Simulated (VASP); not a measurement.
# BN (P6_3mc) in VASP: single point with r2SCAN

Aim: the single point of BN with r2SCAN.

Program: VASP 6.6.1. These are calculated values, not measurements. Logs are shortened: lines on timing, memory, paths and dates and some standing lists are left out, and cuts for length are marked.

## 1. The cell of the first run

It takes space group P6_3mc (No. 186, hexagonal). Conventional cell: a = 2.778 Å, b = 2.778 Å, c = 4.524 Å, α = 90.00°, β = 90.00°, γ = 120.00°. Within 2.3 Å of B (site symmetry 3m) lie 4 N at 1.70 Å. Within 2.3 Å of N (site symmetry 3m) lie 4 B at 1.70 Å.

## 2. Single point, r2SCAN

POSCAR

```
BN
1.0
    2.7782282978      0.0000000000      0.0000000000
   -1.3891141489      2.4060162834      0.0000000000
    0.0000000000      0.0000000000      4.5242658976
B N
2 2
Direct
    0.6666666667      0.3333333333      0.4991072758
    0.3333333333      0.6666666667      0.9991072758
    0.6666666667      0.3333333333      0.8758927242
    0.3333333333      0.6666666667      0.3758927242
```

INCAR.step1

```
SYSTEM = BN
PREC = Accurate
ENCUT = 520
ISMEAR = 0
SIGMA = 0.1
LREAL = .False.
LASPH = .True.
NELM = 60
NBANDS = 16
GGA = PE
ALGO = Normal
EDIFF = 1E-4
LWAVE = .True.
LCHARG = .False.
```

INCAR.step2

```
SYSTEM = BN
PREC = Accurate
ENCUT = 520
EDIFF = 1E-6
ISMEAR = 0
SIGMA = 0.1
LREAL = .False.
LASPH = .True.
NELM = 60
ALGO = Normal
ISIF = 2
LWAVE = .False.
LCHARG = .False.
METAGGA = R2SCAN
LMIXTAU = .True.
NBANDS = 16
ISTART = 1
```

KPOINTS

```
regular mesh
0
Gamma
  6 6 4
  0 0 0
```

Potentials or basis: VASP PAW PBE potentials, release 64 (B, N).

Run with:

```bash
cat potpaw_PBE.64/B/POTCAR potpaw_PBE.64/N/POTCAR > POTCAR
cp INCAR.step1 INCAR
mpirun -np 1 vasp_std > vasp.out
cp INCAR.step2 INCAR
mpirun -np 1 vasp_std > vasp.out
```

OUTCAR:

```text
SYSTEM = BN
   PREC = Accurate
   ENCUT = 520
   EDIFF = 1E-6
   ISMEAR = 0
   LREAL = .False.
   LASPH = .True.
   NELM = 60
   ISIF = 2
   METAGGA = R2SCAN
   ISTART = 1

 ion  position               nearest neighbor table
   1  0.667  0.333  0.499-   4 1.70   4 1.70   4 1.70   3 1.70
   2  0.333  0.667  0.999-   3 1.70   3 1.70   3 1.70   4 1.70
   3  0.667  0.333  0.876-   2 1.70   2 1.70   2 1.70   1 1.70
   4  0.333  0.667  0.376-   1 1.70   1 1.70   1 1.70   2 1.70

  LATTYP: Found a hexagonal cell.
 ALAT       =     2.7782282978
 C/A-ratio  =     1.6284716059

  Lattice vectors:

 A1 = (   2.7782282978,   0.0000000000,   0.0000000000)
 A2 = (  -1.3891141489,   2.4060162834,   0.0000000000)
 A3 = (   0.0000000000,   0.0000000000,   4.5242658976)

Analysis of symmetry for initial positions (statically):
=====================================================================
 Subroutine PRICEL returns:
 Original cell was already a primitive cell.

 Routine SETGRP: Setting up the symmetry group for a
 hexagonal supercell.

 Subroutine GETGRP returns: Found 12 space group operations
 (whereof  6 operations were pure point group operations)
 out of a pool of 24 trial point group operations.

The static configuration has the point symmetry C_3v.
 The point group associated with its full space group is C_6v.

Analysis of symmetry for dynamics (positions and initial velocities):
=====================================================================
 Subroutine PRICEL returns:
 Original cell was already a primitive cell.

 Routine SETGRP: Setting up the symmetry group for a
 hexagonal supercell.

 Subroutine GETGRP returns: Found 12 space group operations
 (whereof  6 operations were pure point group operations)
 out of a pool of 24 trial point group operations.

The dynamic configuration has the point symmetry C_3v.
 The point group associated with its full space group is C_6v.

 Subroutine INISYM returns: Found 12 space group operations
 (whereof  6 operations are pure point group operations),
 and found     1 'primitive' translations

----------------------------------------------------------------------------------------

                                     Primitive cell

  volume of cell :      30.2423

  direct lattice vectors                    reciprocal lattice vectors
     2.778228298  0.000000000  0.000000000     0.359941622  0.207812392  0.000000000
    -1.389114149  2.406016283  0.000000000     0.000000000  0.415624785  0.000000000
     0.000000000  0.000000000  4.524265898     0.000000000  0.000000000  0.221030333
[... 88 lines left out ...]
   IBRION =     -1    ionic relax: 0-MD 1-quasi-New 2-CG
   NFREE  =      0    steps in history (QN), initial steepest desc. (CG)
   ISIF   =      2    stress and relaxation
   ISYM   =      2    0-nonsym 1-usesym 2-fastsym
   POTIM  = 0.5000    time-step for ionic-motion
   TEBEG  =    0.0;   TEEND  =   0.0 temperature during run
   PSTRESS=    0.0 pullay stress
   NELECT =      16.0000    total number of electrons
   NUPDOWN=      -1.0000    fix difference up-down
   EMIN   =  10.00;   EMAX   =-10.00  energy-range for DOS
   EFERMI =   0.00;   METHOD = LEGACY
   ISMEAR =     0;   SIGMA  =   0.10  broadening in eV -4-tet -1-fermi 0-gaus
   EFERMI_NEDOS =   21; number of points for ismear=-14 and -15
   IALGO  =     38    algorithm
   IMIX   =      4    mixing-type and parameters
     AMIX     =   0.40;   BMIX     =  1.00
     AMIX_MAG =   1.60;   BMIX_MAG =  1.00
  volume/ion in A,a.u.               =       7.56        51.02
  Fermi-wavevector in a.u.,A,eV,Ry     =   1.324067  2.502124 23.853100  1.753153
  Thomas-Fermi vector in A             =   2.453629
   LORBIT       =      0    0 simple, 1 ext, 2 COOP (PROOUT), +10 PAW based schemes
   METAGGA = R2SCAN    functional components
   LHFCALC =     F    Hartree Fock is set to
   AEXX    =    0.0000 exact exchange contribution
   IVDW    =     0    specifies the selected vdW correction
   LEPSILON=     F    determine dielectric tensor
   LRPA    =     F    only Hartree local field effects (RPA)
 non-spin polarized calculation
 Gauss-broadening in eV      SIGMA  =   0.10
  energy-cutoff  :      520.00
  volume of cell :       30.24
 maximum number of plane-waves:       826
 NGX is ok and might be reduce to    24
   NGX = 11   NGY = 11   NGZ = 17

 number of electron      16.0000003 magnetization

 Free energy of the ion-electron system (eV)
  ---------------------------------------------------
  ext. energy  EPLUGINS =         0.00000000
  ---------------------------------------------------
  free energy    TOTEN  =       -36.74887239 eV

  energy without entropy =      -36.74887239  energy(sigma->0) =      -36.74887239

 E-fermi :   4.9970     XC(G=0): -12.3766

 val. band max:        4.5673203817   @ k =   0.0000   0.0000   0.0000
 cond. band min:      10.6344522881   @ k =   0.3333   0.3333   0.0000
 fundamental gap:      6.0671319064
 Fermi energy:         4.9969960880

 k-point     1 :       0.0000    0.0000    0.0000
  band No.  band energies     occupation
      1     -14.2237      2.00000
      2     -10.9660      2.00000
      3      -4.4991      2.00000
      4       2.7740      2.00000
      5       2.7740      2.00000
      6       4.5172      2.00000
[... 376 lines left out ...]
      3      -3.2123      2.00000
      4      -3.2123      2.00000
      5      -1.4900      2.00000
      6      -1.4900      2.00000
[... 8 lines left out ...]
     15      18.6259      0.00000
     16      18.6259      0.00000

------------------------ aborting loop because EDIFF is reached ----------------------------------------

  FORCE on cell =-STRESS in cart. coord.  units (eV):
  Direction    XX          YY          ZZ          XY          YZ          ZX
  --------------------------------------------------------------------------------------
  -------------------------------------------------------------------------------------
  Total      -12.0360925    -12.0360925    -10.3551794      0.0000000      0.0000000      0.0000000
  in kB     -637.6487104   -637.6487104   -548.5972094      0.0000000      0.0000000      0.0000000
  external PRESSURE =    -607.9648767 kB  Pullay stress =       0.0000000 kB

 VOLUME and BASIS-vectors are now :
 -----------------------------------------------------------------------------
  energy-cutoff  :      520.00
  volume of cell :       30.24
      direct lattice vectors                 reciprocal lattice vectors
     2.778228298  0.000000000  0.000000000     0.359941622  0.207812392  0.000000000
    -1.389114149  2.406016283  0.000000000     0.000000000  0.415624785  0.000000000
     0.000000000  0.000000000  4.524265898     0.000000000  0.000000000  0.221030333

 POSITION                                       TOTAL-FORCE (eV/Angst)
 -----------------------------------------------------------------------------------
      1.38911      0.80201      2.25809        -0.000000      0.000000      0.128328
     -0.00000      1.60401      4.52023         0.000000     -0.000000      0.128328
      1.38911      0.80201      3.96277        -0.000000      0.000000     -0.128328
     -0.00000      1.60401      1.70064         0.000000     -0.000000     -0.128328
 -----------------------------------------------------------------------------------
    total drift:                               -0.000000      0.000000      0.002030

  FREE ENERGIE OF THE ION-ELECTRON SYSTEM (eV)
  ---------------------------------------------------
  free  energy   TOTEN  =       -36.7488723930 eV

  energy  without entropy=      -36.7488723929  energy(sigma->0) =      -36.74887239
```

It took 21 s on 1 thread of Intel Xeon 6975P-C (Granite Rapids), shared host; peak memory 0.15 GiB.

What came out:

* Free energy: -36.7489 eV
* Pressure: -60.8 GPa
* Largest force: 0.128 eV/Å
* Band gap on the k mesh: 6.07 eV, indirect (least direct gap 7.03 eV)

Forces on the atoms (eV/Å):
```
B    0.000  0.000  0.128
B    0.000  0.000  0.128
N    0.000  0.000 -0.128
N    0.000  0.000 -0.128
```

Caveat: the k points lie up to 0.44 Å⁻¹ apart; the PAW data sets were made with another functional, which shifts forces and pressure a little.
